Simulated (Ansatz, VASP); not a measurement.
**Two plane-wave programs on TaF**

```
Ta F
1.0
     3.07868    0.00000    0.00000
    -1.53934    2.66622    0.00000
     0.00000    0.00000    3.00279
Ta F
1 1
Direct
  0.00000 0.00000 0.00000
  0.66667 0.33333 0.50000
```

Alike in both runs: task relaxation of cell and atoms; functional PBE; k mesh 6 × 6 × 6; occupations gaussian, width 0.1 eV; no spin polarisation.

```csv
,VASP,Ansatz
version,VASP 6.6.1,Ansatz 0.2.0
potentials or method,"VASP PAW PBE potentials, release 64 (Ta_sv_GW, F), cutoff 700 eV","scalar-relativistic, plane waves, PAW"
valence electrons in the cell,20,20
```

|  | VASP | Ansatz | Ansatz less VASP |
| --- | --- | --- | --- |
| gap on the k mesh at the Fermi level, each at its own relaxed structure (eV) | none | none | - |
| relaxed volume (Å³/atom) | 13.63 | 13.80 | +0.165 |
| relaxed length of the cell vector where the two differ most in proportion (Å) | 4.103 | 4.149 | +0.0458 |

A gap of «none» marks a metal or a gap that the smearing closes.

The k mesh is coarse, so the values compare programs but aren't converged. Spin-orbit coupling is off throughout.
